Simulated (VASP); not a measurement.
# C (R-3m) in VASP: notebook

C is run at these levels: PBE+D3(BJ); tasks: single point.

Program: VASP 6.6.1. These are calculated values, not measurements. Logs are shortened: lines on timing, memory, paths and dates and some standing lists are left out, and cuts for length are marked.

## (1) The cell of the first run

It takes space group R-3m (No. 166, trigonal). The conventional cell has a = 2.403 Å, b = 2.403 Å, c = 9.832 Å, α = 90.00°, β = 90.00°, γ = 120.00°. C (site symmetry 3m) has 3 C at 1.40 Å within 1.9 Å.

## (2) Single point, PBE+D3(BJ)

Input file INCAR:

```
ALGO = Normal
EDIFF = 1E-7
ENCUT = 520
GGA = PE
ISIF = 2
ISMEAR = 0
IVDW = 12
LASPH = T
LCHARG = T
LELF = T
LREAL = F
LVHAR = T
LWAVE = F
NBANDS = 11
NELM = 60
PREC = Accurate
SIGMA = 0.05
```

Input file KPOINTS:

```
k-points
0
Gamma
  15 15 15
```

Input file POSCAR:

```
C
1.0
    1.2016860064      0.6937937393      3.2773531398
   -1.2016860064      0.6937937393      3.2773531398
    0.0000000000     -1.3875874786      3.2773531398
C
2
Direct
    0.1571748731      0.1571748731      0.1571748731
    0.8428251269      0.8428251269      0.8428251269
```

Potentials or basis: VASP PAW PBE potentials, release 64 (C).

Started as:

```sh
$ cat potpaw_PBE.64/C/POTCAR > POTCAR
$ mpirun -np 1 vasp_std > vasp.out
```

OUTCAR:

```text
EDIFF = 1E-7
   ENCUT = 520
   GGA = PE
   ISIF = 2
   ISMEAR = 0
   IVDW = 12
   LASPH = T
   LREAL = F
   NELM = 60
   PREC = Accurate
 IVDW          = 12

 ion  position               nearest neighbor table
   1  0.157  0.157  0.157-   2 1.40   2 1.40   2 1.40
   2  0.843  0.843  0.843-   1 1.40   1 1.40   1 1.40

  LATTYP: Found a trigonal (rhomboedric) cell.
 ALAT       =     3.5589946071
 COS(alpha) =     0.7719881893

  Lattice vectors:

 A1 = (   1.2016860064,   0.6937937393,   3.2773531398)
 A2 = (  -1.2016860064,   0.6937937393,   3.2773531398)
 A3 = (   0.0000000000,  -1.3875874786,   3.2773531398)

Analysis of symmetry for initial positions (statically):
=====================================================================
 Subroutine PRICEL returns:
 Original cell was already a primitive cell.

 Routine SETGRP: Setting up the symmetry group for a
 trigonal (rhombohedral) supercell.

 Subroutine GETGRP returns: Found 12 space group operations
 (whereof 12 operations were pure point group operations)
 out of a pool of 12 trial point group operations.

The static configuration has the point symmetry D_3d.

Analysis of symmetry for dynamics (positions and initial velocities):
=====================================================================
 Subroutine PRICEL returns:
 Original cell was already a primitive cell.

 Routine SETGRP: Setting up the symmetry group for a
 trigonal (rhombohedral) supercell.

 Subroutine GETGRP returns: Found 12 space group operations
 (whereof 12 operations were pure point group operations)
 out of a pool of 12 trial point group operations.

The dynamic configuration has the point symmetry D_3d.

 Subroutine INISYM returns: Found 12 space group operations
 (whereof 12 operations are pure point group operations),
 and found     1 'primitive' translations

----------------------------------------------------------------------------------------

                                     Primitive cell

  volume of cell :      16.3944

  direct lattice vectors                    reciprocal lattice vectors
     1.201686006  0.693793739  3.277353140     0.416082069  0.240225095  0.101708092
    -1.201686006  0.693793739  3.277353140    -0.416082069  0.240225095  0.101708092
     0.000000000 -1.387587479  3.277353140     0.000000000 -0.480450189  0.101708092

  length of vectors
     3.558994607  3.558994607  3.558994607     0.491097669  0.491097669  0.491097669

  position of ions in fractional coordinates (direct lattice)
     0.157174873  0.157174873  0.157174873
     0.842825127  0.842825127  0.842825127

  ion indices of the primitive-cell ions
   primitive index   ion index
[... 86 lines left out ...]
   NUPDOWN=      -1.0000    fix difference up-down
   EMIN   =  10.00;   EMAX   =-10.00  energy-range for DOS
   EFERMI =   0.00;   METHOD = LEGACY
   ISMEAR =     0;   SIGMA  =   0.05  broadening in eV -4-tet -1-fermi 0-gaus
   EFERMI_NEDOS =   21; number of points for ismear=-14 and -15
   IALGO  =     38    algorithm
   IMIX   =      4    mixing-type and parameters
     AMIX     =   0.40;   BMIX     =  1.00
     AMIX_MAG =   1.60;   BMIX_MAG =  1.00
  volume/ion in A,a.u.               =       8.20        55.32
  Fermi-wavevector in a.u.,A,eV,Ry     =   1.288861  2.435595 22.601503  1.661164
  Thomas-Fermi vector in A             =   2.420789
   LORBIT       =      0    0 simple, 1 ext, 2 COOP (PROOUT), +10 PAW based schemes
   GGA     = PE    functional components
   LHFCALC =     F    Hartree Fock is set to
   AEXX    =    0.0000 exact exchange contribution
   IVDW    =    12    specifies the selected vdW correction
   LEPSILON=     F    determine dielectric tensor
   LRPA    =     F    only Hartree local field effects (RPA)
 non-spin polarized calculation
 Gauss-broadening in eV      SIGMA  =   0.05
  energy-cutoff  :      520.00
  volume of cell :       16.39
 maximum number of plane-waves:       462
   NGX = 13   NGY = 13   NGZ = 13

 number of electron       8.0000000 magnetization

 Free energy of the ion-electron system (eV)
  ---------------------------------------------------
  ext. energy  EPLUGINS =         0.00000000
  ---------------------------------------------------
  free energy    TOTEN  =       -18.03716175 eV

  energy without entropy =      -18.03716175  energy(sigma->0) =      -18.03716175

 E-fermi :   5.1215     XC(G=0): -10.6897

 val. band max:        4.8709848945   @ k =  -0.2000   0.4000   0.0667
 cond. band min:       5.8590852446   @ k =  -0.3333   0.3333   0.0000
 fundamental gap:      0.9881003502
 Fermi energy:         5.1215081979

 k-point     1 :       0.0000    0.0000    0.0000
  band No.  band energies     occupation
      1     -14.8527      2.00000
      2      -1.4480      2.00000
      3       2.7265      2.00000
      4       2.7265      2.00000
      5       8.7302      0.00000
      6      14.2076      0.00000
      7      14.2076      0.00000
      8      18.1787      0.00000
      9      19.6599      0.00000
     10      29.1021      0.00000
     11      32.7286      0.00000
[... 309 lines left out ...]
 k-point    24 :       0.2000    0.1333    0.0000
  band No.  band energies     occupation
      1     -14.0358      2.00000
      2      -0.9564      2.00000
      3       0.2801      2.00000
      4       1.2014      2.00000
      5      10.0233      0.00000
      6      14.5378      0.00000
      7      15.9861      0.00000
      8      16.7031      0.00000
      9      21.0348      0.00000
     10      27.3009      0.00000
     11      30.9191      0.00000

 [... further k-points ...]

------------------------ aborting loop because EDIFF is reached ----------------------------------------

 Edisp (eV)   -0.31734

 E8    (eV) :    -0.0902

  FORCE on cell =-STRESS in cart. coord.  units (eV):
  Direction    XX          YY          ZZ          XY          YZ          ZX
  --------------------------------------------------------------------------------------
  -------------------------------------------------------------------------------------
  Total       3.86966     3.86966    -0.56282     0.00000    -0.00000     0.00000
  in kB     378.17045   378.17045   -55.00277     0.00000    -0.00000     0.00000
  external pressure =      233.78 kB  Pullay stress =        0.00 kB

 VOLUME and BASIS-vectors are now :
 -----------------------------------------------------------------------------
  energy-cutoff  :      520.00
  volume of cell :       16.39
      direct lattice vectors                 reciprocal lattice vectors
     1.201686006  0.693793739  3.277353140     0.416082069  0.240225095  0.101708092
    -1.201686006  0.693793739  3.277353140    -0.416082069  0.240225095  0.101708092
     0.000000000 -1.387587479  3.277353140     0.000000000 -0.480450189  0.101708092

 POSITION                                       TOTAL-FORCE (eV/Angst)
 -----------------------------------------------------------------------------------
      0.00000      0.00000      1.54535         0.000000     -0.000000      2.999564
      0.00000      0.00000      8.28671         0.000000      0.000000     -2.999564
 -----------------------------------------------------------------------------------
    total drift:                               -0.000000     -0.000000     -0.000000

  FREE ENERGIE OF THE ION-ELECTRON SYSTEM (eV)
  ---------------------------------------------------
  free  energy   TOTEN  =       -18.3545055621 eV

  energy  without entropy=      -18.3545055621  energy(sigma->0) =      -18.35450556
```

OSZICAR:

```text
N       E                     dE             d eps       ncg     rms          rms(c)
DAV:   1     0.612242086837E+01    0.61224E+01   -0.46651E+03  7792   0.671E+02
DAV:   2    -0.188665139791E+02   -0.24989E+02   -0.23476E+02  9826   0.133E+02
DAV:   3    -0.194239378426E+02   -0.55742E+00   -0.55635E+00  9652   0.164E+01
DAV:   4    -0.194257341539E+02   -0.17963E-02   -0.17962E-02  8713   0.114E+00
DAV:   5    -0.194257402371E+02   -0.60833E-05   -0.60832E-05  9689   0.615E-02    0.676E+00
DAV:   6    -0.183639175946E+02    0.10618E+01   -0.90405E-01  8932   0.561E+00    0.394E+00
DAV:   7    -0.180330474087E+02    0.33087E+00   -0.10037E+00  9346   0.596E+00    0.115E+00
DAV:   8    -0.180373155266E+02   -0.42681E-02   -0.25286E-02  8448   0.101E+00    0.126E-01
DAV:   9    -0.180370867584E+02    0.22877E-03   -0.72548E-04  9261   0.173E-01    0.541E-02
DAV:  10    -0.180371597121E+02   -0.72954E-04   -0.11766E-04  8694   0.760E-02    0.270E-02
DAV:  11    -0.180371615287E+02   -0.18166E-05   -0.75293E-06  9248   0.163E-02    0.262E-03
DAV:  12    -0.180371617325E+02   -0.20387E-06   -0.42354E-07  8662   0.493E-03    0.361E-04
DAV:  13    -0.180371617522E+02   -0.19673E-07   -0.10595E-08  7982   0.688E-04
   1 F= -.18354506E+02 E0= -.18354506E+02  d E =-.125568E-14
```

stdout:

```text
POSCAR found type information on POSCAR C
 POSCAR found :  1 types and       2 ions
 scaLAPACK will be used
 LDA part: xc-table for (Slater+PW92), standard interpolation
 POSCAR, INCAR and KPOINTS ok, starting setup
 FFT: planning ... GRIDC
 FFT: planning ... GRID_SOFT
 FFT: planning ... GRID
 WAVECAR not read
 entering main loop
```

It took 68 s on 1 thread of Intel Xeon Platinum 8488C (Sapphire Rapids), shared host; peak memory 0.2 GiB.

Results:

| Quantity | Value |
| --- | --- |
| Free energy | -18.3545 eV |
| Pressure | 23.4 GPa |
| Largest force | 3.000 eV/Å |
| Band gap on the k mesh | 0.99 eV, indirect (the least direct gap lies 0.5 meV higher) |
| Dispersion energy per atom | -0.159 eV |

Forces on the atoms (eV/Å):
```
C    0.000  0.000  3.000
C    0.000  0.000 -3.000
```

Caveat: forces of over 1 eV/Å act on the atoms, so gaps and moduli don't describe the material at rest. A k mesh can miss the band edges.

## (3) Single point, PBE+D3(BJ)

Input file INCAR:

```
SYSTEM = C
ALGO     = Normal         ! electronic algorithm
EDIFF    = 1E-7           ! SCF threshold, eV
ENCUT    = 520            ! plane-wave cutoff, eV
GGA      = PE             ! functional
ISIF     = 2              ! what is computed and relaxed
ISMEAR   = 0              ! smearing method
IVDW     = 12             ! dispersion correction
LASPH    = .True.         ! aspherical terms in the spheres
LCHARG   = .True.         ! write CHGCAR
LELF     = .True.         ! ELF
LREAL    = .False.        ! projectors in reciprocal space
LVHAR    = .True.       
LWAVE    = .False.        ! write WAVECAR
NBANDS   = 11             ! bands
NELM     = 100            ! most SCF steps
PREC     = Accurate       ! precision mode
SIGMA    = 0.05           ! smearing width, eV
```

Input file KPOINTS:

```
k-points
0
Gamma
  15 15 15
  0 0 0
```

Input file POSCAR:

```
C
1.0
    1.2016860064      0.6937937393      3.2773531398
   -1.2016860064      0.6937937393      3.2773531398
    0.0000000000     -1.3875874786      3.2773531398
C
2
Direct
    0.1609431579      0.1609431579      0.1609431579
    0.8390568421      0.8390568421      0.8390568421
```

Potentials or basis: VASP PAW PBE potentials, release 64 (C).

Started as:

```sh
$ cat potpaw_PBE.64/C/POTCAR > POTCAR
$ mpirun -np 1 vasp_std > vasp.out
```

It took 71 s on 1 thread of Intel Xeon Platinum 8488C (Sapphire Rapids), shared host; peak memory 0.2 GiB.

It converged, with:

```
Free energy                : -18.5321 eV
Pressure                   : 25.3 GPa
Largest force              : 1.795 eV/Å
Band gap on the k mesh     : 0.95 eV, direct
Dispersion energy per atom : -0.159 eV
```

Forces in eV/Å, atoms in the order of the input:
```
C    0.000  0.000  1.795
C    0.000  0.000 -1.795
```

Stress tensor (GPa, compression positive):
```
38.71  0.00  0.00
 0.00 38.71  0.00
 0.00  0.00 -1.47
```

Levels at points of the mesh, in eV from the valence-band top:
```csv
k point,band 1,band 2,band 3,band 4,band 5,band 6,band 7,band 8
"(0.00, 0.00, 0.00)",-19.77,-6.41,-2.34,-2.34,4.36,9.36,9.36,12.99
```

Caveat: forces of over 1 eV/Å act on the atoms, so gaps and moduli don't describe the material at rest. A k mesh can miss the band edges.

## (4) Single point, PBE+D3(BJ)

Input file INCAR:

```
SYSTEM = C
PREC     = Accurate       ! precision mode
ENCUT    = 520            ! plane-wave cutoff, eV
EDIFF    = 1E-6           ! SCF threshold, eV
ISMEAR   = 0              ! smearing method
SIGMA    = 0.05           ! smearing width, eV
LREAL    = .FALSE.        ! projectors in reciprocal space
LASPH    = .TRUE.         ! aspherical terms in the spheres
NELM     = 60             ! most SCF steps
ALGO     = Normal         ! electronic algorithm
ISIF     = 2              ! what is computed and relaxed
LWAVE    = .FALSE.        ! write WAVECAR
LCHARG   = .FALSE.        ! write CHGCAR
GGA      = PE             ! functional
IVDW     = 12             ! dispersion correction
NBANDS   = 11             ! bands
```

Input file KPOINTS:

```
regular mesh
0
G
  15 15 15
  0 0 0
```

Input file POSCAR:

```
C
1.0
    1.2016860064      0.6937937393      3.2773531398
   -1.2016860064      0.6937937393      3.2773531398
    0.0000000000     -1.3875874786      3.2773531398
C
2
Direct
    0.1647114427      0.1647114427      0.1647114427
    0.8352885573      0.8352885573      0.8352885573
```

Started as:

```sh
$ cat potpaw_PBE.64/C/POTCAR > POTCAR
$ mpirun -np 1 vasp_std > vasp.out
```

It took 55 s on 1 thread of Intel Xeon Platinum 8488C (Sapphire Rapids), shared host; peak memory 0.19 GiB.

The run converged. Its results:

* Free energy: -18.6207 eV
* Pressure: 26.3 GPa
* Largest force: 0.597 eV/Å
* Band gap on the k mesh: 0.79 eV, direct
* Dispersion energy per atom: -0.159 eV

Forces on the atoms (eV/Å):
```
C    0.000  0.000  0.597
C    0.000  0.000 -0.597
```

Stress tensor (GPa, compression positive):
```
39.20  0.00  0.00
 0.00 39.20  0.00
 0.00  0.00  0.55
```

Levels at points of the mesh, in eV from the valence-band top:
```
           k point  band 1  band 2  band 3  band 4  band 5  band 6  band 7  band 8
(0.00, 0.00, 0.00)  -19.89   -6.56   -2.55   -2.55    4.54    9.28    9.28   12.71
```
